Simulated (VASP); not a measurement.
Here is a VASP 6.6.1 calculation.

File INCAR:

```
SYSTEM = Cu
PREC = Accurate
ENCUT = 820
EDIFF = 1E-6
ISMEAR = 0
SIGMA = 0.1
LREAL = .FALSE.
LASPH = .TRUE.
NELM = 120
ALGO = Normal
ISIF = 2
LWAVE = .FALSE.
LCHARG = .TRUE.
GGA = PS
LELF = .TRUE.
LVHAR = .TRUE.
NBANDS = 26
GGA_COMPAT = .FALSE.
```

Contents of KPOINTS:

```
regular mesh
0
G
  18 18 20
  0 0 0
```

Contents of POSCAR:

```
Cu
1.0
    2.8901834593      0.0000000000      0.0000000000
    0.0000000000      2.8901834593      0.0000000000
    0.0000000000      0.0000000000      2.7200143981
Cu
2
Direct
    0.0000000000      0.0000000000      0.0000000000
    0.5000000000      0.5000000000      0.5000000000
```

Potentials or basis: VASP PAW PBE potentials, release 64 (Cu_sv_GW).

The run is started by

```console
$ cat potpaw_PBE.64/Cu_sv_GW/POTCAR > POTCAR
$ mpirun -np 1 vasp_std > vasp.out
```

(1) What does it give for the pressure?

(2) Estimate the band gap on the k mesh.

## Answers

(1) -1.2 GPa.

(2) zero (bands 19 and 20 overlap by 7.80 eV).

Caveat: the PAW data sets were made with another functional, which shifts forces and pressure a little.
